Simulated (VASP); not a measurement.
Write the native input for VASP 6.6.1 that does the following.

- Task: single point
- Functional: LDA
- Potentials or basis: VASP PAW LDA potentials, release 64 (Au, Cu)
- Cutoff: 520 eV
- k mesh: 11 × 11 × 11
- Occupations: fermi-dirac, width 0.05 eV
- Spin: no spin polarisation
- Dipole correction: no
- Further INCAR settings: ALGO = Normal; EDIFF = 1e-06; NBANDS = 18

The structure of CuAu lies in POSCAR:

```
CuAu
1.0
    1.3859243114      0.8001637743      4.2230089632
   -1.3859243114      0.8001637743      4.2230089632
    0.0000000000     -1.6003275485      4.2230089632
Au Cu
1 1
Direct
    0.0000000000      0.0000000000      0.0000000000
    0.5000000000      0.5000000000      0.5000000000
```

The input as run:

INCAR

```
ALGO = Normal
EDIFF = 1E-6
ENCUT = 520
GGA = CA
ISIF = 2
ISMEAR = -1
LASPH = T
LCHARG = F
LREAL = F
LWAVE = F
NBANDS = 18
NELM = 80
PREC = Accurate
SIGMA = 0.05
```

KPOINTS

```
k-points
0
Gamma
  11 11 11
```

Potentials or basis: VASP PAW LDA potentials, release 64 (Au, Cu).

Run with:

```bash
$ cat potpaw_LDA.64/Au/POTCAR potpaw_LDA.64/Cu/POTCAR > POTCAR
$ mpirun -np 1 vasp_std > vasp.out
```

Results of the run:

```yaml
Pressure: 0.6 GPa
Band_gap_on_the_k_mesh: zero (bands 11 and 12 overlap by 4.53 eV)
```

Caveat: spin-orbit coupling is left out, which moves the levels of the heavy elements.

Run time: 3.8 min on 1 thread of Intel Xeon 8259CL (shared host), peak memory 0.23 GiB.
